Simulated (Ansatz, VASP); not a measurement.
# One calculation of AlFe3B, two programs

```
CELL_PARAMETERS angstrom
3.84231 0.02765 -0.03910
0.02765 3.84603 0.02981
-0.03910 0.02981 3.83024
ATOMIC_POSITIONS crystal
Al 0.51415 0.50735 0.49193
Fe 0.50054 0.00006 0.00337
Fe 0.00355 0.48792 0.99821
Fe 0.99654 0.01063 0.50633
B 0.00150 0.00081 0.01090
```

Alike in both runs: task single point; functional PBE; k mesh 5 × 5 × 5; collinear spin.

|  | VASP | Ansatz |
| --- | --- | --- |
| version | VASP 6.6.1 | Ansatz 0.2.0 |
| potentials or method | VASP PAW PBE potentials, release 64 (Al, Fe, B) | plane waves, PAW |
| plane-wave cutoff (eV) | 520 | 420 |
| occupations | gaussian, width 0.1 eV | gaussian |
| valence electrons in the cell | 30 | 54 |

Ansatz gave:

```
gap on the k mesh at the Fermi level (eV)                     : none
rms of the force components (eV/Å)                            : 0.421
net moment per atom (μB)                                      : 0.84
size of the moment on the site where the two differ most (μB) : 1.39
```

Which values does VASP return?

gap on the k mesh at the Fermi level (eV): none; rms of the force components (eV/Å): 0.432; net moment per atom (μB): 0.84; size of the moment on the site where the two differ most (μB): 1.50.

Site moments also hang on the region over which each program counts them. Atom by atom the forces differ by 0.012 eV/Å (rms over components). A gap of «none» marks a metal or a gap that the smearing closes. VASP's potentials hold 30 valence electrons a cell and Ansatz's 54, so a difference there can come from the potentials and not from the codes.
